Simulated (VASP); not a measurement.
Write the native input for VASP 6.6.1 that does the following.

```yaml
Task: single point
Functional: r2SCAN
Potentials_or_basis: VASP PAW PBE potentials, release 64 (La)
Cutoff: 520 eV
k_mesh: 10 × 10 × 3
Occupations: gaussian, width 0.2 eV
Spin: no spin polarisation
Dipole_correction: no
Further_INCAR_settings: ALGO = Normal; EDIFF = 1e-06; NBANDS = 30
```

La:

```
La
1.0
     3.78717    0.00000    0.00000
    -1.89358    3.27978    0.00000
     0.00000    0.00000   12.06209
La
4
Direct
  0.00000 0.00000 0.00000
  0.00000 0.00000 0.50000
  0.33333 0.66667 0.75000
  0.66667 0.33333 0.25000
```

One way to write it, as run:

POSCAR

```
La
1.0
    3.7871652420      0.0000000000      0.0000000000
   -1.8935826210      3.2797813079      0.0000000000
    0.0000000000      0.0000000000     12.0620946415
La
4
Direct
    1.0000000000      0.0000000000      0.0000000000
    1.0000000000      0.0000000000      0.5000000000
    0.3333333333      0.6666666667      0.7500000000
    0.6666666667      0.3333333333      0.2500000000
```

INCAR.step1

```
SYSTEM = La
ALGO = Normal
EDIFF = 1E-4
ENCUT = 520
GGA = PE
ISMEAR = 0
LASPH = .True.
LCHARG = .False.
LREAL = .False.
LWAVE = .True.
NBANDS = 30
NELM = 80
PREC = Accurate
SIGMA = 0.2
```

INCAR.step2

```
SYSTEM = La
ALGO = Normal
EDIFF = 1E-6
ENCUT = 520
ISIF = 2
ISMEAR = 0
ISTART = 1
LASPH = .True.
LCHARG = .True.
LELF = .True.
LMIXTAU = .True.
LREAL = .False.
LVHAR = .True.
LWAVE = .False.
METAGGA = R2SCAN
NBANDS = 30
NELM = 80
PREC = Accurate
SIGMA = 0.2
```

KPOINTS

```
k-points
0
Gamma
  10 10 3
  0 0 0
```

Potentials or basis: VASP PAW PBE potentials, release 64 (La).

Launch:

```sh
$ cat potpaw_PBE.64/La/POTCAR > POTCAR
$ cp INCAR.step1 INCAR
$ mpirun -np 1 vasp_std > vasp.out
$ cp INCAR.step2 INCAR
$ mpirun -np 1 vasp_std > vasp.out
```

It gave:

* Pressure: 0.0 GPa
* Band gap on the k mesh: zero (bands 22 and 23 overlap by 1.29 eV)

Caveat: the PAW data sets were made with another functional, which shifts forces and pressure a little; spin-orbit coupling is left out, which moves the levels of the heavy elements.

Wall time 15 min on 1 thread of Intel(R) Xeon(R) Platinum 8259CL CPU @ 2.50GHz (Skylake/Cascade Lake) (shared host), peak memory 0.33 GiB.
